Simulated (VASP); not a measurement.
# Rh (Fm-3m) in VASP: further runs

Rh is run at these levels: r2SCAN; tasks: single point.

All numbers are computed with VASP 6.6.1; they aren't measurements. Logs are shortened: lines on timing, memory, paths and dates and some standing lists are left out, and cuts for length are marked.

## 1. The cell of the first run

It takes space group Fm-3m (No. 225, cubic). The conventional cell has a = 3.722 Å, b = 3.722 Å, c = 3.722 Å, α = 90.00°, β = 90.00°, γ = 90.00°. Within 3.5 Å of Rh (site symmetry m-3m) lie 12 Rh at 2.63 Å.

## 2. Single point, r2SCAN (volume scaled by 0.94)

The input, POSCAR:

```
Rh
1.0
    0.0000000000      1.8611670198      1.8611670198
    1.8611670198      0.0000000000      1.8611670198
    1.8611670198      1.8611670198      0.0000000000
Rh
1
Direct
    0.0000000000      0.0000000000      0.0000000000
```

The input, INCAR.step1:

```
PREC     = Accurate       # precision mode
ENCUT    = 520            # plane-wave cutoff, eV
ISMEAR   = 0              # smearing method
SIGMA    = 0.1            # smearing width, eV
LREAL    = F              # projectors in reciprocal space
LASPH    = T              # aspherical terms in the spheres
NELM     = 100            # most SCF steps
NBANDS   = 14             # bands
GGA      = PE             # functional
ALGO     = Normal         # electronic algorithm
EDIFF    = 1E-4           # SCF threshold, eV
LWAVE    = T              # write WAVECAR
LCHARG   = F              # write CHGCAR
```

The input, INCAR.step2:

```
PREC     = Accurate       # precision mode
ENCUT    = 520            # plane-wave cutoff, eV
EDIFF    = 1E-6           # SCF threshold, eV
ISMEAR   = 0              # smearing method
SIGMA    = 0.1            # smearing width, eV
LREAL    = F              # projectors in reciprocal space
LASPH    = T              # aspherical terms in the spheres
NELM     = 100            # most SCF steps
ALGO     = Normal         # electronic algorithm
ISIF     = 2              # what is computed and relaxed
LWAVE    = F              # write WAVECAR
LCHARG   = F              # write CHGCAR
METAGGA  = R2SCAN         # meta-GGA
LMIXTAU  = T            
NBANDS   = 14             # bands
ISTART   = 1
```

The input, KPOINTS:

```
regular mesh
0
Gamma
  18 18 18
```

Potentials or basis: VASP PAW PBE potentials, release 64 (Rh_pv).

The run is started by

```console
$ cat potpaw_PBE.64/Rh_pv/POTCAR > POTCAR
$ cp INCAR.step1 INCAR
$ mpirun -np 1 vasp_std > vasp.out
$ cp INCAR.step2 INCAR
$ mpirun -np 1 vasp_std > vasp.out
```

OUTCAR:

```text
PREC = Accurate
   ENCUT = 520
   EDIFF = 1E-6
   ISMEAR = 0
   LREAL = F
   LASPH = T
   NELM = 100
   ISIF = 2
   METAGGA = R2SCAN
   ISTART = 1

 ion  position               nearest neighbor table
   1  0.000  0.000  0.000-

  LATTYP: Found a face centered cubic cell.
 ALAT       =     3.7223340396

  Lattice vectors:

 A1 = (   0.0000000000,   1.8611670198,   1.8611670198)
 A2 = (   1.8611670198,   0.0000000000,   1.8611670198)
 A3 = (   1.8611670198,   1.8611670198,   0.0000000000)

Analysis of symmetry for initial positions (statically):
=====================================================================
 Subroutine PRICEL returns:
 Original cell was already a primitive cell.

 Routine SETGRP: Setting up the symmetry group for a
 face centered cubic supercell.

 Subroutine GETGRP returns: Found 48 space group operations
 (whereof 48 operations were pure point group operations)
 out of a pool of 48 trial point group operations.

The static configuration has the point symmetry O_h .

Analysis of symmetry for dynamics (positions and initial velocities):
=====================================================================
 Subroutine PRICEL returns:
 Original cell was already a primitive cell.

 Routine SETGRP: Setting up the symmetry group for a
 face centered cubic supercell.

 Subroutine GETGRP returns: Found 48 space group operations
 (whereof 48 operations were pure point group operations)
 out of a pool of 48 trial point group operations.

The dynamic configuration has the point symmetry O_h .

 Subroutine INISYM returns: Found 48 space group operations
 (whereof 48 operations are pure point group operations),
 and found     1 'primitive' translations

----------------------------------------------------------------------------------------

                                     Primitive cell

  volume of cell :      12.8940

  direct lattice vectors                    reciprocal lattice vectors
     0.000000000  1.861167020  1.861167020    -0.268648646  0.268648646  0.268648646
     1.861167020  0.000000000  1.861167020     0.268648646 -0.268648646  0.268648646
     1.861167020  1.861167020  0.000000000     0.268648646  0.268648646 -0.268648646

  length of vectors
     2.632087641  2.632087641  2.632087641     0.465313104  0.465313104  0.465313104

  position of ions in fractional coordinates (direct lattice)
     0.000000000  0.000000000  0.000000000

  ion indices of the primitive-cell ions
   primitive index   ion index
                 1           1

----------------------------------------------------------------------------------------

 KPOINTS: regular mesh

Automatic generation of k-mesh.
 Grid dimensions read from file:
 generate k-points for:   18   18   18

 Generating k-lattice:

  Cartesian coordinates                     Fractional coordinates (reciprocal lattice)
    -0.014924925  0.014924925  0.014924925     0.055555556  0.000000000  0.000000000
     0.014924925 -0.014924925  0.014924925     0.000000000  0.055555556  0.000000000
     0.014924925  0.014924925 -0.014924925     0.000000000  0.000000000  0.055555556

  Length of vectors
     0.025850728  0.025850728  0.025850728

  Shift w.r.t. Gamma in fractional coordinates (k-lattice)
     0.000000000  0.000000000  0.000000000

 Subroutine IBZKPT returns following result:
 ===========================================

 Found    195 irreducible k-points:

 Following reciprocal coordinates:
            Coordinates               Weight
  0.000000  0.000000  0.000000      1.000000
  0.055556  0.000000  0.000000      8.000000
  0.111111  0.000000  0.000000      8.000000
  0.166667  0.000000  0.000000      8.000000
  0.222222  0.000000  0.000000      8.000000
  0.277778  0.000000  0.000000      8.000000
[... 16 lines left out ...]
 -0.277778  0.055556  0.000000     24.000000
 -0.222222  0.055556  0.000000     24.000000
 [... further k-points ...]
   k-points           NKPTS =    195   k-points in BZ     NKDIM =    195   number of bands    NBANDS=     14
   number of dos      NEDOS =    301   number of ions     NIONS =      1
   total plane-waves  NPLWV =   8000
   dimension x,y,z NGX =    20 NGY =   20 NGZ =   20
   dimension x,y,z NGXF=    40 NGYF=   40 NGZF=   40
   ions per type =               1
   NGX,Y,Z   is equivalent  to a cutoff of  12.63, 12.63, 12.63 a.u.
   NGXF,Y,Z  is equivalent  to a cutoff of  25.26, 25.26, 25.26 a.u.
 SYSTEM =  unknown system
   PREC   = accura    normal or accurate (medium, high low for compatibility)
   ISTART =      1    job   : 0-new  1-cont  2-samecut
   ICHARG =      0    charge: 1-file 2-atom 10-const
   ISPIN  =      1    spin polarized calculation?
   LNONCOLLINEAR =      F non collinear calculations
   LSORBIT =      F    spin-orbit coupling
   LASPH  =      T    aspherical Exc in radial PAW
   ENCUT  =  520.0 eV  38.22 Ry    6.18 a.u.   4.89  4.89  4.89*2*pi/ulx,y,z
   NELM   =    100;   NELMIN=  2; NELMDL=  0     # of ELM steps
[... 23 lines left out ...]
  Thomas-Fermi vector in A             =   2.797964
   LORBIT       =      0    0 simple, 1 ext, 2 COOP (PROOUT), +10 PAW based schemes
   METAGGA = R2SCAN    functional components
   LHFCALC =     F    Hartree Fock is set to
   AEXX    =    0.0000 exact exchange contribution
   IVDW    =     0    specifies the selected vdW correction
   LEPSILON=     F    determine dielectric tensor
   LRPA    =     F    only Hartree local field effects (RPA)
 non-spin polarized calculation
 Gauss-broadening in eV      SIGMA  =   0.10
  energy-cutoff  :      520.00
  volume of cell :       12.89
 maximum number of plane-waves:       359
   NGX =  9   NGY =  9   NGZ =  9

 number of electron      14.9999995 magnetization

 Free energy of the ion-electron system (eV)
  ---------------------------------------------------
  ext. energy  EPLUGINS =         0.00000000
  ---------------------------------------------------
  free energy    TOTEN  =       -24.08266427 eV

  energy without entropy =      -24.07661733  energy(sigma->0) =      -24.07964080

 E-fermi :  12.9619     XC(G=0): -15.6925

 val. band max:       12.9579860855   @ k =   0.5000   0.2222   0.1111
 cond. band min:      12.9758709964   @ k =  -0.2778   0.3333   0.1111
 fundamental gap:      0.0178849109
 Fermi energy:        12.9618748404

 k-point     1 :       0.0000    0.0000    0.0000
  band No.  band energies     occupation
      1     -34.9548      2.00000
      2     -34.9548      2.00000
      3     -34.9548      2.00000
      4       4.2794      2.00000
      5       9.4441      2.00000
      6       9.4441      2.00000
      7       9.4441      2.00000
      8      11.7764      2.00000
      9      11.7764      2.00000
     10      29.6010      0.00000
     11      30.2574      0.00000
     12      35.7378      0.00000
     13      35.7379      0.00000
     14      35.7379      0.00000

 k-point     2 :       0.0556    0.0000    0.0000
  band No.  band energies     occupation
      1     -34.9857      2.00000
      2     -34.9589      2.00000
      3     -34.9589      2.00000
      4       4.4184      2.00000
      5       9.3791      2.00000
      6       9.4998      2.00000
      7       9.4998      2.00000
      8      11.7439      2.00000
      9      11.7439      2.00000
     10      29.8127      0.00000
     11      30.2572      0.00000
     12      35.0087      0.00000
     13      35.9472      0.00000
     14      35.9472      0.00000

 k-point     3 :       0.1111    0.0000    0.0000
  band No.  band energies     occupation
      1     -35.0739      2.00000
      2     -34.9706      2.00000
      3     -34.9706      2.00000
      4       4.8150      2.00000
      5       9.2186      2.00000
      6       9.6451      2.00000
      7       9.6451      2.00000
      8      11.6743      2.00000
      9      11.6743      2.00000
     10      30.2572      0.00000
     11      30.3856      0.00000
     12      33.4877      0.00000
     13      36.5566      0.00000
     14      36.5566      0.00000
[... 324 lines left out ...]
 k-point    23 :      -0.2778    0.0556    0.0000
  band No.  band energies     occupation
      1     -35.5932      2.00000
      2     -35.0744      2.00000
      3     -35.0314      2.00000
      4       6.4207      2.00000
      5       9.6213      2.00000
      6       9.7991      2.00000
      7       9.8961      2.00000
      8      12.0039      2.00000
      9      12.8891      1.69677
     10      27.9021      0.00000
     11      30.2579      0.00000
     12      31.2415      0.00000
     13      37.5532      0.00000
     14      39.8315      0.00000

 k-point    24 :      -0.2222    0.0556    0.0000
  band No.  band energies     occupation
      1     -35.4298      2.00000
      2     -35.0505      2.00000
      3     -35.0078      2.00000
      4       6.2279      2.00000
      5       9.0986      2.00000
      6       9.8756      2.00000
      7       9.9304      2.00000
      8      11.5649      2.00000
      9      12.3576      2.00000
     10      29.6374      0.00000
     11      30.2594      0.00000
     12      31.7076      0.00000
     13      37.6923      0.00000
     14      39.6253      0.00000

 [... further k-points ...]

------------------------ aborting loop because EDIFF is reached ----------------------------------------

  FORCE on cell =-STRESS in cart. coord.  units (eV):
  Direction    XX          YY          ZZ          XY          YZ          ZX
  --------------------------------------------------------------------------------------
  -------------------------------------------------------------------------------------
  Total        1.7784686      1.7784686      1.7784686     -0.0000000      0.0000000      0.0000000
  in kB      220.9890485    220.9890485    220.9890485     -0.0000000      0.0000000      0.0000000
  external PRESSURE =     220.9890485 kB  Pullay stress =       0.0000000 kB

 VOLUME and BASIS-vectors are now :
 -----------------------------------------------------------------------------
  energy-cutoff  :      520.00
  volume of cell :       12.89
      direct lattice vectors                 reciprocal lattice vectors
     0.000000000  1.861167020  1.861167020    -0.268648646  0.268648646  0.268648646
     1.861167020  0.000000000  1.861167020     0.268648646 -0.268648646  0.268648646
     1.861167020  1.861167020  0.000000000     0.268648646  0.268648646 -0.268648646

 POSITION                                       TOTAL-FORCE (eV/Angst)
 -----------------------------------------------------------------------------------
      0.00000      0.00000      0.00000        -0.000000     -0.000000     -0.000000
 -----------------------------------------------------------------------------------
    total drift:                               -0.000000     -0.000000     -0.000000

  FREE ENERGIE OF THE ION-ELECTRON SYSTEM (eV)
  ---------------------------------------------------
  free  energy   TOTEN  =       -24.0826642661 eV

  energy  without entropy=      -24.0766173262  energy(sigma->0) =      -24.07964080
```

Wall time 69 s (1 thread of AMD EPYC 9R45 (Zen 5), shared host); peak memory 0.12 GiB.

Results:

| Item | Value |
| --- | --- |
| Free energy | -24.0827 eV |
| Pressure | 22.1 GPa |

Caveat: the cell differs from its parent crystal (volume scaled by 0.94); the PAW data sets were made with another functional, which shifts forces and pressure a little.

## 3. Single point, r2SCAN (volume scaled by 0.97)

The input, POSCAR:

```
Rh
1.0
    0.0000000000      1.8807596914      1.8807596914
    1.8807596914      0.0000000000      1.8807596914
    1.8807596914      1.8807596914      0.0000000000
Rh
1
Direct
    0.0000000000      0.0000000000      0.0000000000
```

Edit INCAR.step1 of step 2 so:

```diff
@@ -6,3 +6,3 @@
 LASPH    = T              # aspherical terms in the spheres
-NELM     = 100            # most SCF steps
+NELM     = 80             # most SCF steps
 NBANDS   = 14             # bands
```

Edit INCAR.step2 of step 2 so:

```diff
@@ -7,3 +7,3 @@
 LASPH    = T              # aspherical terms in the spheres
-NELM     = 100            # most SCF steps
+NELM     = 80             # most SCF steps
 ALGO     = Normal         # electronic algorithm
```

The input, KPOINTS:

```
Automatic mesh
0
Gamma
  18 18 18
```

Potentials or basis: VASP PAW PBE potentials, release 64 (Rh_pv).

The run is started by

```console
$ cat potpaw_PBE.64/Rh_pv/POTCAR > POTCAR
$ cp INCAR.step1 INCAR
$ mpirun -np 1 vasp_std > vasp.out
$ cp INCAR.step2 INCAR
$ mpirun -np 1 vasp_std > vasp.out
```

It took 68 s on 1 thread of AMD EPYC 9R45 (Zen 5), shared host; peak memory 0.12 GiB.

It converged, with:

* Free energy: -24.1246 eV
* Pressure: 10.7 GPa

Levels at points of the mesh, in eV from the Fermi level:
```tsv
k point	band 3	band 4	band 5	band 6	band 7	band 8	band 9	band 10	band 11	band 12
(0.00, 0.00, 0.00)	-47.86	-8.44	-3.35	-3.35	-3.35	-1.13	-1.13	16.68	17.33	22.63
(0.50, 0.00, 0.00)	-47.98	-6.63	-3.47	-3.47	0.61	0.61	0.86	9.44	16.25	17.33
(0.50, 0.50, 0.00)	-48.18	-6.89	-6.50	0.54	1.10	1.10	3.53	13.30	14.20	14.20
```

Caveat: the cell differs from its parent crystal (volume scaled by 0.97); the PAW data sets were made with another functional, which shifts forces and pressure a little.

## 4. Single point, r2SCAN

This run uses another cell than the first one, of 13.72 Å³/atom, 1.064 times its volume.

The input, POSCAR:

```
Rh
1.0
    0.0000000000      1.8999524424      1.8999524424
    1.8999524424      0.0000000000      1.8999524424
    1.8999524424      1.8999524424      0.0000000000
Rh
1
Direct
    0.0000000000      0.0000000000      0.0000000000
```

The input, INCAR.step1:

```
PREC = Accurate
ENCUT = 520
ISMEAR = 0
SIGMA = 0.1
LREAL = False
LASPH = True
NELM = 80
NBANDS = 14
GGA = PE
ALGO = Normal
EDIFF = 1E-4
LWAVE = True
LCHARG = False
```

The input, INCAR.step2:

```
PREC = Accurate
ENCUT = 520
EDIFF = 1E-6
ISMEAR = 0
SIGMA = 0.1
LREAL = False
LASPH = True
NELM = 80
ALGO = Normal
ISIF = 2
LWAVE = False
LCHARG = True
METAGGA = R2SCAN
LMIXTAU = True
LELF = True
LVHAR = True
NBANDS = 14
ISTART = 1
```

The input, KPOINTS:

```
regular mesh
0
Gamma
  18 18 18
```

The run is started by

```console
$ cat potpaw_PBE.64/Rh_pv/POTCAR > POTCAR
$ cp INCAR.step1 INCAR
$ mpirun -np 1 vasp_std > vasp.out
$ cp INCAR.step2 INCAR
$ mpirun -np 1 vasp_std > vasp.out
```

It took 70 s on 1 thread of AMD EPYC 9R45 (Zen 5), shared host; peak memory 0.12 GiB.

The run converged. Its results:

| Item | Value |
| --- | --- |
| Free energy | -24.1398 eV |
| Pressure | 1.2 GPa |

Levels at points of the mesh, in eV from the Fermi level:
```csv
k point,band 3,band 4,band 5,band 6,band 7,band 8,band 9,band 10,band 11,band 12
"(0.00, 0.00, 0.00)",-47.80,-8.20,-3.19,-3.19,-3.19,-1.08,-1.08,16.71,17.37,22.47
"(0.50, 0.00, 0.00)",-47.91,-6.36,-3.31,-3.31,0.58,0.58,0.89,9.10,16.27,17.37
"(0.50, 0.50, 0.00)",-48.09,-6.58,-6.20,0.51,1.04,1.04,3.48,12.90,14.01,14.01
```

Caveat: the PAW data sets were made with another functional, which shifts forces and pressure a little.

## 5. Single point, r2SCAN

This run uses another cell than the first one, of 13.72 Å³/atom, 1.064 times its volume.

POSCAR is that of step 4.

The input, INCAR.step1:

```
SYSTEM = Rh
PREC = Accurate
ENCUT = 520
ISMEAR = 0
SIGMA = 0.1
LREAL = .FALSE.
LASPH = .TRUE.
NELM = 80
NBANDS = 14
GGA = PE
ALGO = Normal
EDIFF = 1E-4
LWAVE = .TRUE.
LCHARG = .FALSE.
```

The input, INCAR.step2:

```
SYSTEM = Rh
PREC = Accurate
ENCUT = 520
EDIFF = 1E-6
ISMEAR = 0
SIGMA = 0.1
LREAL = .FALSE.
LASPH = .TRUE.
NELM = 80
ALGO = Normal
ISIF = 2
LWAVE = .FALSE.
LCHARG = .TRUE.
METAGGA = R2SCAN
LMIXTAU = .TRUE.
LELF = .TRUE.
LVHAR = .TRUE.
NBANDS = 14
ISTART = 1
```

The input, KPOINTS:

```
Automatic mesh
0
G
  18 18 18
  0 0 0
```

The run is started by

```console
$ cat potpaw_PBE.64/Rh_pv/POTCAR > POTCAR
$ cp INCAR.step1 INCAR
$ mpirun -np 1 vasp_std > vasp.out
$ cp INCAR.step2 INCAR
$ mpirun -np 1 vasp_std > vasp.out
```

It took 66 s on 1 thread of AMD EPYC 9R45 (Zen 5), shared host; peak memory 0.12 GiB.

The run converged. Its results:

```yaml
Free_energy: -24.1398 eV
Pressure: 1.2 GPa
```

Levels at points of the mesh, in eV from the Fermi level:
```tsv
k point	band 4	band 5	band 6	band 7	band 8	band 9	band 10	band 11
(0.00, 0.00, 0.00)	-8.20	-3.19	-3.19	-3.19	-1.08	-1.08	16.71	17.37
(0.50, 0.00, 0.00)	-6.36	-3.31	-3.31	0.58	0.58	0.89	9.10	16.27
(0.50, 0.50, 0.00)	-6.58	-6.20	0.51	1.04	1.04	3.48	12.90	14.01
```

Caveat: the PAW data sets were made with another functional, which shifts forces and pressure a little.

## 6. Single point, r2SCAN (volume scaled by 1.03)

The input, POSCAR:

```
Rh
1.0
    0.0000000000      1.9187650762      1.9187650762
    1.9187650762      0.0000000000      1.9187650762
    1.9187650762      1.9187650762      0.0000000000
Rh
1
Direct
    0.0000000000      0.0000000000      0.0000000000
```

The input, INCAR.step1:

```
SYSTEM = Rh
PREC = Accurate
ENCUT = 520
ISMEAR = 0
SIGMA = 0.1
LREAL = .False.
LASPH = .True.
NELM = 100
NBANDS = 14
GGA = PE
ALGO = Normal
EDIFF = 1E-4
LWAVE = .True.
LCHARG = .False.
```

The input, INCAR.step2:

```
SYSTEM = Rh
PREC = Accurate
ENCUT = 520
EDIFF = 1E-6
ISMEAR = 0
SIGMA = 0.1
LREAL = .False.
LASPH = .True.
NELM = 100
ALGO = Normal
ISIF = 2
LWAVE = .False.
LCHARG = .True.
METAGGA = R2SCAN
LMIXTAU = .True.
LELF = .True.
LVHAR = .True.
NBANDS = 14
ISTART = 1
```

The input, KPOINTS:

```
regular mesh
0
Gamma
  18 18 18
  0 0 0
```

Potentials or basis: VASP PAW PBE potentials, release 64 (Rh_pv).

The run is started by

```console
$ cat potpaw_PBE.64/Rh_pv/POTCAR > POTCAR
$ cp INCAR.step1 INCAR
$ mpirun -np 1 vasp_std > vasp.out
$ cp INCAR.step2 INCAR
$ mpirun -np 1 vasp_std > vasp.out
```

It took 66 s on 1 thread of AMD EPYC 9R45 (Zen 5), shared host; peak memory 0.12 GiB.

Results (log left out):

```yaml
Free_energy: -24.1327 eV
Pressure: -6.7 GPa
```

Levels at points of the mesh, in eV from the Fermi level:
```tsv
k point	band 3	band 4	band 5	band 6	band 7	band 8	band 9	band 10	band 11	band 12
(0.00, 0.00, 0.00)	-47.75	-7.98	-3.05	-3.05	-3.05	-1.04	-1.04	16.73	17.41	22.32
(0.50, 0.00, 0.00)	-47.85	-6.11	-3.15	-3.15	0.55	0.55	0.93	8.79	16.28	17.41
(0.50, 0.50, 0.00)	-48.01	-6.29	-5.93	0.48	0.99	0.99	3.44	12.52	13.83	13.83
```

Caveat: the cell differs from its parent crystal (volume scaled by 1.03); the PAW data sets were made with another functional, which shifts forces and pressure a little.

## 7. Summary

```csv
cell,gap on the mesh (eV),pressure (GPa)
"a = 2.632 Å, angles 60.0°, 1 atom",none,22.1
"a = 2.660 Å, angles 60.0°, 1 atom",none,10.7
"a = 2.687 Å, angles 60.0°, 1 atom",none,1.2
"a = 2.714 Å, angles 60.0°, 1 atom",none,-6.7
```

Alike in all rows: task single point; level r2SCAN; potentials or basis VASP PAW PBE potentials, release 64 (Rh_pv); no spin polarisation; k mesh 18 × 18 × 18; cutoff (eV) 520; smearing gaussian 0.1 eV.

Caveats: the PAW data sets were made with another functional, which shifts forces and pressure a little.

Total energies depend on the potentials used, so only differences within one code and one set of settings carry meaning.
